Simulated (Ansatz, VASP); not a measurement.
## One calculation of Pb, two programs

Contents of INCAR:

```
ALGO     = Normal         # electronic algorithm
EDIFF    = 1E-8           # SCF threshold, eV
ENCUT    = 520            # plane-wave cutoff, eV
GGA      = CA             # functional
ISIF     = 2              # what is computed and relaxed
ISMEAR   = -1             # smearing method
LASPH    = T              # aspherical terms in the spheres
LCHARG   = F              # write CHGCAR
LEFG     = T            
LREAL    = F              # projectors in reciprocal space
LWAVE    = F              # write WAVECAR
NBANDS   = 21             # bands
NELM     = 60             # most SCF steps
PREC     = Accurate       # precision mode
SIGMA    = 0.05           # smearing width, eV
```

Contents of KPOINTS:

```
k-points
0
Gamma
  8 8 8
```

Contents of POSCAR:

```
Pb
1.0
    0.0343900006      3.4561950558      3.4561950558
    3.4561950558      0.0343900006      3.4561950558
    3.4561950558      3.4561950558      0.0343900006
Pb
2
Direct
    0.0000000000      0.0000000000      0.0000000000
    0.2500000000      0.2500000000      0.2500000000
```

Input for Ansatz:

```yaml
crystal:
  lattice:
    - [0.0343900006, 3.4561950558, 3.4561950558]
    - [3.4561950558, 0.0343900006, 3.4561950558]
    - [3.4561950558, 3.4561950558, 0.0343900006]
  atoms:
    - { symbol: Pb, position: [0.0, 0.0, 0.0] }
    - { symbol: Pb, position: [0.25, 0.25, 0.25] }
kpoints:
  mp_grid: { grid: [8, 8, 8] }
scf:
  occupations: { method: fermi_dirac, width: 0.05 }
hamiltonian:
  xc: lda
  pseudopotentials: { kind: paw }
output:
  forces: true
  stress: true
  eigenvalues: true
  efg: { contact_densities: true }
```

Change from the starting cell: equal xy, yz and zx shear strains of +1 %, PAW files.

Alike in both runs: task electric field gradients; functional LDA; k mesh 8 × 8 × 8; occupations fermi-dirac, width 0.05 eV; no spin polarisation.

```csv
,VASP,Ansatz
version,VASP 6.6.1,Ansatz 0.2.0
potentials or method,"VASP PAW LDA potentials, release 64 (Pb_d)","PAW with Ansatz's default frozen-core files, scalar-relativistic"
plane-wave cutoff (eV),520,420
valence electrons in the cell,28,28
```

```tsv
	VASP	Ansatz	Ansatz less VASP
pressure (GPa)	-0.7	-0.7	-0.02
traceless stress, the component that is largest in VASP (GPa)	-0.33	-0.33	+0.003
rms of the force components (eV/Å)	0.061	0.060	-0.0011
size of Vzz on the site where it differs most (V/Å²)	26.5	26.1	-0.44
```

LDA's correlation is that of Perdew and Zunger in VASP and of Perdew and Wang (1992) in Ansatz. Atom by atom the forces differ by 0.001 eV/Å (rms over components).

Spin-orbit coupling is off throughout.
